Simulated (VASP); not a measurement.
# AlNi3 (Fm-3m) in VASP: further runs

Runs on AlNi3. Level: PBEsol. Tasks: single point.

Everything below comes from runs of VASP 6.6.1. Logs are shortened: lines on timing, memory, paths and dates and some standing lists are left out, and cuts for length are marked.

## 1. The cell of the first run

It takes space group Fm-3m (No. 225, cubic). The conventional cell has a = 5.604 Å, b = 5.604 Å, c = 5.604 Å, α = 90.00°, β = 90.00°, γ = 90.00°. Within 3.2 Å of Ni (site symmetry -43m) lie 4 Al at 2.43 Å and 10 Ni at 2.43 to 2.80 Å. Within 3.2 Å of Ni (site symmetry m-3m) lie 8 Ni at 2.43 Å and 6 Al at 2.80 Å. Al (site symmetry m-3m) has 14 Ni at 2.43 to 2.80 Å within 3.2 Å.

## 2. Single point, PBEsol, collinear spin, ferromagnetic start

INCAR reads:

```
ALGO = Normal
EDIFF = 1E-6
ENCUT = 590
GGA = PS
GGA_COMPAT = False
ISIF = 2
ISMEAR = -1
ISPIN = 2
LASPH = True
LCHARG = False
LMAXMIX = 4
LORBIT = 11
LREAL = False
LWAVE = False
MAGMOM = 1.5 1.5 1.5 0
NBANDS = 40
NELM = 200
NUPDOWN = 4.5
PREC = Accurate
SIGMA = 0.05
```

KPOINTS reads:

```
k-points
0
Gamma
  7 7 7
```

POSCAR reads:

```
AlNi3
1.0
    0.0000000000      2.8018887551      2.8018887551
    2.8018887551      0.0000000000      2.8018887551
    2.8018887551      2.8018887551      0.0000000000
Ni Al
3 1
Direct
    0.7500000000      0.7500000000      0.7500000000
    0.0000000000      0.0000000000      0.0000000000
    0.2500000000      0.2500000000      0.2500000000
    0.5000000000      0.5000000000      0.5000000000
```

Potentials or basis: VASP PAW PBE potentials, release 64 (Ni_sv_GW, Al).

Launch:

```
cat potpaw_PBE.64/Ni_sv_GW/POTCAR potpaw_PBE.64/Al/POTCAR > POTCAR
mpirun -np 1 vasp_std > vasp.out
```

OUTCAR:

```text
EDIFF = 1E-6
   ENCUT = 590
   GGA = PS
   ISIF = 2
   ISMEAR = -1
   ISPIN = 2
   LASPH = True
   LORBIT = 11
   LREAL = False
   NELM = 200
   NUPDOWN = 4.5
   PREC = Accurate

 ion  position               nearest neighbor table
   1  0.750  0.750  0.750-   4 2.43   2 2.43   4 2.43   2 2.43   4 2.43   4 2.43   2 2.43   2 2.43

   2  0.000  0.000  0.000-   1 2.43   3 2.43   1 2.43   1 2.43   3 2.43   1 2.43   3 2.43   3 2.43
                             4 2.80   4 2.80   4 2.80   4 2.80   4 2.80   4 2.80
   3  0.250  0.250  0.250-   2 2.43   4 2.43   2 2.43   2 2.43   4 2.43   2 2.43   4 2.43   4 2.43

   4  0.500  0.500  0.500-   3 2.43   1 2.43   3 2.43   1 2.43   3 2.43   3 2.43   1 2.43   1 2.43
                             2 2.80   2 2.80   2 2.80   2 2.80   2 2.80   2 2.80

  LATTYP: Found a face centered cubic cell.
 ALAT       =     5.6037775102

  Lattice vectors:

 A1 = (   0.0000000000,   2.8018887551,   2.8018887551)
 A2 = (   2.8018887551,   0.0000000000,   2.8018887551)
 A3 = (   2.8018887551,   2.8018887551,   0.0000000000)

Analysis of symmetry for initial positions (statically):
=====================================================================
 Subroutine PRICEL returns:
 Original cell was already a primitive cell.

 Routine SETGRP: Setting up the symmetry group for a
 face centered cubic supercell.

 Subroutine GETGRP returns: Found 48 space group operations
 (whereof 48 operations were pure point group operations)
 out of a pool of 48 trial point group operations.

The static configuration has the point symmetry O_h .

Analysis of symmetry for dynamics (positions and initial velocities):
=====================================================================
 Subroutine PRICEL returns:
 Original cell was already a primitive cell.

 Routine SETGRP: Setting up the symmetry group for a
 face centered cubic supercell.

 Subroutine GETGRP returns: Found 48 space group operations
 (whereof 48 operations were pure point group operations)
 out of a pool of 48 trial point group operations.

The dynamic configuration has the point symmetry O_h .

Analysis of structural, dynamic, and magnetic symmetry:
=====================================================================
 Subroutine PRICEL returns:
 Original cell was already a primitive cell.

 Routine SETGRP: Setting up the symmetry group for a
 face centered cubic supercell.

 Subroutine GETGRP returns: Found 48 space group operations
 (whereof 48 operations were pure point group operations)
 out of a pool of 48 trial point group operations.

The overall configuration has the point symmetry O_h .

 Subroutine INISYM returns: Found 48 space group operations
 (whereof 48 operations are pure point group operations),
 and found     1 'primitive' translations

----------------------------------------------------------------------------------------

                                     Primitive cell

  volume of cell :      43.9929

  direct lattice vectors                    reciprocal lattice vectors
     0.000000000  2.801888755  2.801888755    -0.178451053  0.178451053  0.178451053
     2.801888755  0.000000000  2.801888755     0.178451053 -0.178451053  0.178451053
     2.801888755  2.801888755  0.000000000     0.178451053  0.178451053 -0.178451053

  length of vectors
     3.962469078  3.962469078  3.962469078     0.309086291  0.309086291  0.309086291

  position of ions in fractional coordinates (direct lattice)
     0.750000000  0.750000000  0.750000000
     0.000000000  0.000000000  0.000000000
     0.250000000  0.250000000  0.250000000
     0.500000000  0.500000000  0.500000000

  ion indices of the primitive-cell ions
   primitive index   ion index
                 1           1
                 2           2
                 3           3
                 4           4

----------------------------------------------------------------------------------------

 KPOINTS: k-points

Automatic generation of k-mesh.
 Grid dimensions read from file:
 generate k-points for:    7    7    7

 Generating k-lattice:

  Cartesian coordinates                     Fractional coordinates (reciprocal lattice)
    -0.025493008  0.025493008  0.025493008     0.142857143  0.000000000  0.000000000
     0.025493008 -0.025493008  0.025493008     0.000000000  0.142857143  0.000000000
     0.025493008  0.025493008 -0.025493008     0.000000000  0.000000000  0.142857143

  Length of vectors
     0.044155184  0.044155184  0.044155184

  Shift w.r.t. Gamma in fractional coordinates (k-lattice)
     0.000000000  0.000000000  0.000000000

 Subroutine IBZKPT returns following result:
 ===========================================

 Found     20 irreducible k-points:

 Following reciprocal coordinates:
            Coordinates               Weight
  0.000000  0.000000  0.000000      1.000000
  0.142857  0.000000  0.000000      8.000000
  0.285714  0.000000  0.000000      8.000000
  0.428571  0.000000  0.000000      8.000000
  0.142857  0.142857  0.000000      6.000000
  0.285714  0.142857  0.000000     24.000000
[... 12 lines left out ...]
 -0.428571  0.428571  0.142857     24.000000
 -0.285714  0.428571  0.142857     24.000000
   k-points           NKPTS =     20   k-points in BZ     NKDIM =     20   number of bands    NBANDS=     40
   number of dos      NEDOS =    301   number of ions     NIONS =      4
   total plane-waves  NPLWV =  32768
   dimension x,y,z NGX =    32 NGY =   32 NGZ =   32
   dimension x,y,z NGXF=    64 NGYF=   64 NGZF=   64
   ions per type =               3   1
   NGX,Y,Z   is equivalent  to a cutoff of  13.43, 13.43, 13.43 a.u.
   NGXF,Y,Z  is equivalent  to a cutoff of  26.85, 26.85, 26.85 a.u.
 SYSTEM =  unknown system
   PREC   = accura    normal or accurate (medium, high low for compatibility)
   ISTART =      0    job   : 0-new  1-cont  2-samecut
   ICHARG =      2    charge: 1-file 2-atom 10-const
   ISPIN  =      2    spin polarized calculation?
   LNONCOLLINEAR =      F non collinear calculations
   LSORBIT =      F    spin-orbit coupling
   LASPH  =      T    aspherical Exc in radial PAW
   ENCUT  =  590.0 eV  43.36 Ry    6.59 a.u.   7.85  7.85  7.85*2*pi/ulx,y,z
   NELM   =    200;   NELMIN=  2; NELMDL= -5     # of ELM steps
   EDIFF  = 0.1E-05   stopping-criterion for ELM
   LREAL  =      F    real-space projection
[... 7 lines left out ...]
   TEBEG  =    0.0;   TEEND  =   0.0 temperature during run
   PSTRESS=    0.0 pullay stress
   NELECT =      57.0000    total number of electrons
   NUPDOWN=       4.5000    fix difference up-down
   EMIN   =  10.00;   EMAX   =-10.00  energy-range for DOS
   EFERMI =   0.00;   METHOD = LEGACY
   ISMEAR =    -1;   SIGMA  =   0.05  broadening in eV -4-tet -1-fermi 0-gaus
   EFERMI_NEDOS =   21; number of points for ismear=-14 and -15
   IALGO  =     38    algorithm
   IMIX   =      4    mixing-type and parameters
     AMIX     =   0.40;   BMIX     =  1.00
     AMIX_MAG =   1.60;   BMIX_MAG =  1.00
  volume/ion in A,a.u.               =      11.00        74.22
  Fermi-wavevector in a.u.,A,eV,Ry     =   1.784729  3.372648 43.338050  3.185257
  Thomas-Fermi vector in A             =   2.848656
   LORBIT       =     11    0 simple, 1 ext, 2 COOP (PROOUT), +10 PAW based schemes
   GGA     = PS    functional components
   LHFCALC =     F    Hartree Fock is set to
   AEXX    =    0.0000 exact exchange contribution
   IVDW    =     0    specifies the selected vdW correction
   LEPSILON=     F    determine dielectric tensor
   LRPA    =     F    only Hartree local field effects (RPA)
 spin polarized calculation
  energy-cutoff  :      590.00
  volume of cell :       43.99
 maximum number of plane-waves:      1459
   NGX = 15   NGY = 15   NGZ = 15

 number of electron      56.9999988 magnetization       4.4999998

 Free energy of the ion-electron system (eV)
  ---------------------------------------------------
  ext. energy  EPLUGINS =         0.00000000
  ---------------------------------------------------
  free energy    TOTEN  =       -23.90717301 eV

  energy without entropy =      -23.85621625  energy(sigma->0) =      -23.88169463

 E-fermi :   8.1009     XC(G=0): -13.4816

 val. band max:       11.8380741785   @ k =   0.2857   0.1429   0.0000
 cond. band min:       8.1154712604   @ k =   0.4286   0.2857   0.0000
 fundamental gap:     -3.7226029181
 Fermi energy:        11.9836471375

 spin component 1

 k-point     1 :       0.0000    0.0000    0.0000
  band No.  band energies     occupation
      1     -95.5741      1.00000
      2     -95.4771      1.00000
      3     -95.4753      1.00000
      4     -56.1067      1.00000
      5     -56.1067      1.00000
      6     -56.1067      1.00000
[... 32 lines left out ...]
     39      17.4723      0.00000
[... 816 lines left out ...]
     39      24.1910      0.00000
     40      25.0222      0.00000
 Fermi energy:         8.1008907837

 spin component 2

 k-point     1 :       0.0000    0.0000    0.0000
  band No.  band energies     occupation
      1     -94.0980      1.00000
      2     -94.0851      1.00000
      3     -93.9983      1.00000
      4     -54.6617      1.00000
      5     -54.6617      1.00000
      6     -54.6617      1.00000
[... 32 lines left out ...]
     39      18.0718      0.00000
[... 816 lines left out ...]
     39      24.7359      0.00000
     40      25.6694      0.00000

------------------------ aborting loop because EDIFF is reached ----------------------------------------

  FORCE on cell =-STRESS in cart. coord.  units (eV):
  Direction    XX          YY          ZZ          XY          YZ          ZX
  --------------------------------------------------------------------------------------
  -------------------------------------------------------------------------------------
  Total        2.9815300      2.9815300      2.9815300     -0.0000000     -0.0000000     -0.0000000
  in kB      108.5843166    108.5843166    108.5843166     -0.0000000     -0.0000000     -0.0000000
  external PRESSURE =     108.5843166 kB  Pullay stress =       0.0000000 kB

 VOLUME and BASIS-vectors are now :
 -----------------------------------------------------------------------------
  energy-cutoff  :      590.00
  volume of cell :       43.99
      direct lattice vectors                 reciprocal lattice vectors
     0.000000000  2.801888755  2.801888755    -0.178451053  0.178451053  0.178451053
     2.801888755  0.000000000  2.801888755     0.178451053 -0.178451053  0.178451053
     2.801888755  2.801888755  0.000000000     0.178451053  0.178451053 -0.178451053

 POSITION                                       TOTAL-FORCE (eV/Angst)
 -----------------------------------------------------------------------------------
      4.20283      4.20283      4.20283         0.000000     -0.000000     -0.000000
      0.00000      0.00000      0.00000        -0.000000      0.000000      0.000000
      1.40094      1.40094      1.40094         0.000000      0.000000      0.000000
      2.80189      2.80189      2.80189        -0.000000      0.000000      0.000000
 -----------------------------------------------------------------------------------
    total drift:                                0.000000     -0.000000      0.000000

  FREE ENERGIE OF THE ION-ELECTRON SYSTEM (eV)
  ---------------------------------------------------
  free  energy   TOTEN  =       -23.9071730058 eV

  energy  without entropy=      -23.8562162513  energy(sigma->0) =      -23.88169463

 total charge

# of ion       s       p       d       f       tot
--------------------------------------------------
    1        2.254   6.390   7.750   0.004  16.398
    2        2.252   6.386   7.708   0.005  16.350
    3        2.254   6.390   7.750   0.004  16.398
    4        0.401   0.453   0.000   0.000   0.854
--------------------------------------------------
tot          7.162  19.619  23.208   0.013  50.001

 magnetization (x)

# of ion       s       p       d       f       tot
--------------------------------------------------
    1        0.027   0.095   1.114   0.001   1.237
    2        0.016   0.086   1.259   0.000   1.361
    3        0.027   0.095   1.114   0.001   1.237
    4        0.023   0.095   0.000   0.000   0.118
--------------------------------------------------
tot          0.095   0.371   3.487   0.002   3.954
```

Run time: 75 s. Hardware: 1 thread of AMD EPYC 9R45 (Zen 5), shared host; peak memory 0.22 GiB.

What came out:

| Item | Value |
| --- | --- |
| Free energy | -23.9072 eV |
| Pressure | 10.9 GPa |
| Net moment | 4.50 μB per cell |
| Site moments | Ni +1.24, +1.36 (each value once); Al +0.12 μB |
| Valence electrons inside the program's atomic spheres | Ni 16.40, 16.35 (each value once); Al 0.85 |

Caveat: the cell stands under pressure; the PAW data sets were made with another functional, which shifts forces and pressure a little; the total moment is fixed, so each spin has its own Fermi level.

## 3. Single point, PBEsol, collinear spin, ferromagnetic start (10.78 Å³/atom)

This run uses another cell than the first one, of 10.78 Å³/atom.

INCAR reads:

```
PREC = Accurate ; ENCUT = 520
EDIFF = 1E-7 ; ISMEAR = -1
SIGMA = 0.05 ; LREAL = F
LASPH = T ; NELM = 150
ALGO = Normal ; ISIF = 2
LWAVE = F ; LCHARG = F
ISPIN = 2 ; MAGMOM = 1 1 1 0
LORBIT = 11 ; LMAXMIX = 4
GGA = PS ; NBANDS = 28
```

KPOINTS reads:

```
Automatic mesh
0
Gamma
  8 8 8
```

POSCAR reads:

```
AlNi3
1.0
    0.0000000000      2.7830835660      2.7830835660
    2.7830835660      0.0000000000      2.7830835660
    2.7830835660      2.7830835660      0.0000000000
Ni Al
3 1
Direct
    0.7500000000      0.7500000000      0.7500000000
    0.0000000000      0.0000000000      0.0000000000
    0.2500000000      0.2500000000      0.2500000000
    0.5000000000      0.5000000000      0.5000000000
```

Potentials or basis: VASP PAW PBE potentials, release 64 (Ni, Al).

Launch:

```
cat potpaw_PBE.64/Ni/POTCAR potpaw_PBE.64/Al/POTCAR > POTCAR
mpirun -np 1 vasp_std > vasp.out
```

Run time: 3.1 min. Hardware: 1 thread of Intel Xeon 8259CL, shared host; peak memory 0.22 GiB.

The run converged. Its results:

```
Free energy                                           : -24.0794 eV
Pressure                                              : 3.5 GPa
Net moment                                            : 0.00 μB per cell
Valence electrons inside the program's atomic spheres : Ni 9.50, 9.45 (each value once); Al 0.83
```

Levels at points of the mesh, in eV from the Fermi level:
Spin up:
| k point | band 13 | band 14 | band 15 | band 16 | band 17 | band 18 | band 19 | band 20 |
| --- | --- | --- | --- | --- | --- | --- | --- | --- |
| (0.00, 0.00, 0.00) | -0.56 | -0.56 | -0.52 | -0.52 | 5.51 | 5.51 | 5.51 | 6.04 |
| (0.50, 0.00, 0.00) | -0.65 | -0.65 | -0.48 | -0.48 | -0.14 | 4.38 | 4.38 | 4.91 |
| (0.50, 0.50, 0.00) | -1.08 | -0.76 | -0.60 | -0.36 | -0.35 | -0.35 | -0.02 | 4.36 |
Spin down:
```tsv
k point	band 14	band 15	band 16	band 17	band 18	band 19
(0.00, 0.00, 0.00)	-0.56	-0.52	-0.52	5.51	5.51	5.51
(0.50, 0.00, 0.00)	-0.65	-0.48	-0.48	-0.14	4.38	4.38
(0.50, 0.50, 0.00)	-0.76	-0.60	-0.36	-0.35	-0.35	-0.02
```

Caveat: the cell stands under pressure; the PAW data sets were made with another functional, which shifts forces and pressure a little.

## 4. Single point, PBEsol, collinear spin, ferromagnetic start (11.44 Å³/atom)

This run uses another cell than the first one, of 11.44 Å³/atom.

INCAR reads:

```
SYSTEM = AlNi3
PREC     = Accurate       ! precision mode
ENCUT    = 520            ! plane-wave cutoff, eV
EDIFF    = 1E-6           ! SCF threshold, eV
ISMEAR   = -1             ! smearing method
SIGMA    = 0.05           ! smearing width, eV
LREAL    = .FALSE.        ! projectors in reciprocal space
LASPH    = .TRUE.         ! aspherical terms in the spheres
NELM     = 150            ! most SCF steps
ALGO     = Fast           ! electronic algorithm
ISIF     = 2              ! what is computed and relaxed
LWAVE    = .FALSE.        ! write WAVECAR
LCHARG   = .FALSE.        ! write CHGCAR
ISPIN    = 2              ! spin polarisation
MAGMOM   = 1 1 1 0        ! initial moments
LORBIT   = 11             ! projections on sites
LMAXMIX  = 4              ! l up to which the mixer works
GGA      = PS             ! functional
NBANDS   = 28             ! bands
```

KPOINTS reads:

```
regular mesh
0
G
  8 8 8
  0 0 0
```

POSCAR reads:

```
AlNi3
1.0
    0.0000000000      2.8387599407      2.8387599407
    2.8387599407      0.0000000000      2.8387599407
    2.8387599407      2.8387599407      0.0000000000
Ni Al
3 1
Direct
    0.7500000000      0.7500000000      0.7500000000
    0.0000000000      0.0000000000      0.0000000000
    0.2500000000      0.2500000000      0.2500000000
    0.5000000000      0.5000000000      0.5000000000
```

Launch:

```
cat potpaw_PBE.64/Ni/POTCAR potpaw_PBE.64/Al/POTCAR > POTCAR
mpirun -np 1 vasp_std > vasp.out
```

Wall time 2.9 min (1 thread of Intel Xeon 8259CL, shared host); peak memory 0.22 GiB.

It converged, with:

| Item | Value |
| --- | --- |
| Free energy | -24.0400 eV |
| Pressure | -7.7 GPa |
| Net moment | 0.00 μB per cell |
| Valence electrons inside the program's atomic spheres | Ni 9.39, 9.34 (each value once); Al 0.80 |

Levels at points of the mesh, in eV from the Fermi level:
Spin up:
```csv
k point,band 14,band 15,band 16,band 17,band 18,band 19
"(0.00, 0.00, 0.00)",-0.52,-0.48,-0.48,5.34,5.34,5.34
"(0.50, 0.00, 0.00)",-0.60,-0.44,-0.44,-0.13,4.25,4.25
"(0.50, 0.50, 0.00)",-0.70,-0.55,-0.35,-0.33,-0.33,-0.04
```
Spin down:
| k point | band 13 | band 14 | band 15 | band 16 | band 17 | band 18 | band 19 | band 20 |
| --- | --- | --- | --- | --- | --- | --- | --- | --- |
| (0.00, 0.00, 0.00) | -0.52 | -0.52 | -0.48 | -0.48 | 5.34 | 5.34 | 5.34 | 5.74 |
| (0.50, 0.00, 0.00) | -0.60 | -0.60 | -0.44 | -0.44 | -0.13 | 4.25 | 4.25 | 4.64 |
| (0.50, 0.50, 0.00) | -0.99 | -0.70 | -0.55 | -0.35 | -0.33 | -0.33 | -0.04 | 4.09 |

Caveat: the cell stands under tension; the PAW data sets were made with another functional, which shifts forces and pressure a little.

## 5. Summary

| potentials or basis | fixed moment (μB) | cell | k mesh | cutoff (eV) | gap on the mesh (eV) | pressure (GPa) | moment (μB) |
| --- | --- | --- | --- | --- | --- | --- | --- |
| VASP PAW PBE potentials, release 64 (Ni_sv_GW, Al) | 4.5 | a = 3.962 Å, angles 60.0°, 4 atoms | 7 × 7 × 7 | 590 | - | 10.9 | 4.50 |
| VASP PAW PBE potentials, release 64 (Ni, Al) | - | a = 3.936 Å, angles 60.0°, 4 atoms | 8 × 8 × 8 | 520 | none | 3.5 | 0.00 |
| VASP PAW PBE potentials, release 64 (Ni, Al) | - | a = 4.015 Å, angles 60.0°, 4 atoms | 8 × 8 × 8 | 520 | none | -7.7 | 0.00 |

Alike in all rows: task single point; level PBEsol; spin collinear, ferromagnetic start; smearing fermi-dirac 0.05 eV.

Caveats: the PAW data sets were made with another functional, which shifts forces and pressure a little; the cell stands under pressure (at least some runs); the total moment is fixed, so each spin has its own Fermi level (at least some runs); the cell stands under tension (at least some runs).

Absolute energies hang on the potentials; compare differences alone.
